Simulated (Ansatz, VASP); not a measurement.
## Tl: VASP beside Ansatz

The input INCAR:

```
  AGGAC = 1.0
  AGGAX = 1.0
  ALDAC = 0.0
  ALDAX = 1.0
  ALGO = Normal
  EDIFF = 1E-7
  ENCUT = 520
  GGA = B5
  ISIF = 2
  ISMEAR = -1
  LASPH = True
  LCHARG = True
  LELF = True
  LREAL = False
  LVHAR = True
  LWAVE = False
  NBANDS = 20
  NELM = 100
  PREC = Accurate
  SIGMA = 0.1
```

Contents of KPOINTS:

```
k-points
0
Gamma
  16 16 9
```

File POSCAR:

```
Tl
1.0
    3.7272072847      0.0000000000      0.0000000000
   -1.8636036424      3.2278561937      0.0000000000
    0.0000000000      0.0000000000      5.6829123857
Tl
2
Direct
    0.3333333333      0.6666666667      0.2500000000
    0.6666666667      0.3333333333      0.7500000000
```

Input for Ansatz:

```yaml
crystal:
  lattice:
    - [3.7272072847, 0.0, 0.0]
    - [-1.8636036424, 3.2278561937, 0.0]
    - [0.0, 0.0, 5.6829123857]
  atoms:
    - { symbol: Tl, position: [0.3333333333, 0.6666666667, 0.25] }
    - { symbol: Tl, position: [0.6666666667, 0.3333333333, 0.75] }
hamiltonian:
  xc: blyp
  pseudopotentials:
    kind: paw
    azcp:
      Tl: "pseudopotentials/Tl.paw.azcp"
basis:
  ecutwfc: 420
  fft_grid_basis: typed
kpoints:
  mp_grid: { grid: [16, 16, 9], shift: [0, 0, 0] }
magnetization:
  spin_polarized: false
scf:
  occupations: { method: fermi_dirac, width: 0.1 }
output:
  stress: true
```

Alike in both runs: task single point; functional BLYP; k mesh 16 × 16 × 9; occupations fermi-dirac, width 0.1 eV; no spin polarisation.

|  | VASP | Ansatz |
| --- | --- | --- |
| version | VASP 6.6.1 | Ansatz 0.2.0 |
| potentials or method | VASP PAW PBE potentials, release 64 (Tl_d), cutoff 520 eV | plane waves (420 eV) with PAW, scalar-relativistic |
| valence electrons in the cell | 26 | 26 |

|  | VASP | Ansatz | Ansatz less VASP |
| --- | --- | --- | --- |
| pressure (GPa) | 0.9 | 0.9 | -0.02 |
| traceless stress, the component that is largest in VASP (GPa) | 0.17 | 0.16 | -0.009 |

VASP's potentials were made for PBE, not for BLYP.

Spin-orbit coupling is off throughout.
